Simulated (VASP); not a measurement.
Set up this calculation in VASP 6.6.1, as the native input.

```yaml
Task: relaxation of the atoms
Functional: PBE
Potentials_or_basis: VASP PAW PBE potentials, release 64 (Al, N)
Cutoff: 520 eV
k_mesh: 2 × 2 × 3
Occupations: gaussian, width 0.01 eV
Spin: no spin polarisation
Dipole_correction: no
Further_INCAR_settings: LREAL = Auto; ALGO = Normal; EDIFF = 1e-07; IBRION = 2; EDIFFG = -0.03; NSW = 100
```

The structure of AlN (AlN (P6_3mc)) lies in POSCAR:

```
AlN
1.0
    6.2595139150      0.0000000600      0.0000000000
   -3.1297570050      5.4208980350      0.0000000000
    0.0000000000      0.0000000000      5.0174032967
Al N
8 8
Direct
    0.3333333350      0.1666666650      0.4992353700
    0.1666666650      0.3333333350      0.9992353700
    0.3333333350      0.6666666650      0.4992353700
    0.1666666650      0.8333333350      0.9992353700
    0.8333333350      0.1666666650      0.4992353700
    0.6666666650      0.3333333350      0.9992353700
    0.8333333350      0.6666666650      0.4992353700
    0.6666666650      0.8333333350      0.9992353700
    0.3333333350      0.1666666650      0.8807646300
    0.1666666650      0.3333333350      0.3807646300
    0.3333333350      0.6666666650      0.8807646300
    0.1666666650      0.8333333350      0.3807646300
    0.8333333350      0.1666666650      0.8807646300
    0.6666666650      0.3333333350      0.3807646300
    0.8333333350      0.6666666650      0.8807646300
    0.6666666650      0.8333333350      0.3807646300
```

One way to write it, as run:

INCAR

```
SYSTEM = AlN
PREC     = Accurate       ! precision mode
ENCUT    = 520            ! plane-wave cutoff, eV
EDIFF    = 1E-7           ! SCF threshold, eV
ISMEAR   = 0              ! smearing method
SIGMA    = 0.01           ! smearing width, eV
LREAL    = Auto         
LASPH    = .True.         ! aspherical terms in the spheres
NELM     = 80             ! most SCF steps
ALGO     = Normal         ! electronic algorithm
ISIF     = 2              ! what is computed and relaxed
LWAVE    = .False.        ! write WAVECAR
LCHARG   = .False.        ! write CHGCAR
GGA      = PE             ! functional
IBRION   = 2              ! ionic algorithm
NSW      = 100            ! ionic steps
EDIFFG   = -0.03          ! ionic threshold
```

KPOINTS

```
regular mesh
0
Gamma
  2 2 3
  0 0 0
```

Potentials or basis: VASP PAW PBE potentials, release 64 (Al, N).

Command:

```console
$ cat potpaw_PBE.64/Al/POTCAR potpaw_PBE.64/N/POTCAR > POTCAR
$ mpirun -np 1 vasp_std > vasp.out
```

Results of the run:

```yaml
Pressure_after_relaxing: -0.2 GPa
Largest_force_after_relaxing: 0.012 eV/Å
Band_gap_on_the_k_mesh: 4.04 eV
```

Caveat: the k points lie up to 0.58 Å⁻¹ apart; the relaxation stopped at its first step, so nothing moved.

It took 2.1 min on 1 thread of AMD EPYC 7R13, with other jobs on the host, peak memory 0.26 GiB.
